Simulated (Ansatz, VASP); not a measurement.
**Re: VASP beside Ansatz**

INCAR

```
  PREC = Accurate
  ENCUT = 520
  EDIFF = 1E-7
  ISMEAR = -1
  SIGMA = 0.03
  LREAL = False
  LASPH = True
  NELM = 80
  ALGO = Normal
  ISIF = 2
  LWAVE = False
  LCHARG = False
  GGA = PE
  NBANDS = 10
```

The input KPOINTS:

```
Automatic mesh
0
Gamma
  14 14 14
```

File POSCAR:

```
Re
1.0
    0.0000000000      1.9355000000      1.9750000000
    1.9355000000      0.0000000000      1.9750000000
    1.9355000000      1.9355000000      0.0000000000
Re
1
Direct
    0.0000000000      0.0000000000      0.0000000000
```

Input for Ansatz:

```yaml
crystal:
  lattice:
    - [0.0, 1.9355, 1.975]
    - [1.9355, 0.0, 1.975]
    - [1.9355, 1.9355, 0.0]
  atoms:
    - { symbol: Re, position: [0.0, 0.0, 0.0] }
kpoints:
  mp_grid: { grid: [14, 14, 14] }
  band_path:
    path:
      - [0.0, 0.0, 0.0]
      - [0.0, 0.5, 0.5]
      - [0.25, 0.75, 0.5]
      - [0.0, 0.5, 0.0]
      - [0.0, 0.0, 0.0]
      - [0.5, 0.5, 0.0]
      - [0.37005, 0.62995, 0.0]
      - [-0.37005, 0.37005, 0.0]
      - [0.0, 0.0, 0.0]
    npoints: 5
scf:
  occupations: { method: fermi_dirac, width: 0.03 }
hamiltonian:
  xc: pbe
  pseudopotentials: { kind: all_electron, lapw: { basis_error: 0.001 } }
output:
  forces: true
  stress: true
  eigenvalues: true
```

Change from the starting cell: equal xx and yy strain of -2 %.

Alike in both runs: task single point; functional PBE; k mesh 14 × 14 × 14; occupations fermi-dirac, width 0.03 eV; no spin polarisation.

|  | VASP | Ansatz |
| --- | --- | --- |
| version | VASP 6.6.1 | Ansatz 0.2.0 |
| potentials or method | VASP PAW PBE potentials, release 64 (Re), cutoff 520 eV | all-electron LAPW, scalar-relativistic |

Ansatz gave:

```
pressure (GPa)                                                : 5.1
traceless stress, the component that is largest in VASP (GPa) : -3.38
```

Question: Estimate VASP's values.

Answer: Pressure (GPa): 4.5; traceless stress, the component that is largest in VASP (GPa): -3.33.

Ansatz ran all-electron here, and VASP with PAW potentials.

Neither program's run includes spin-orbit coupling.
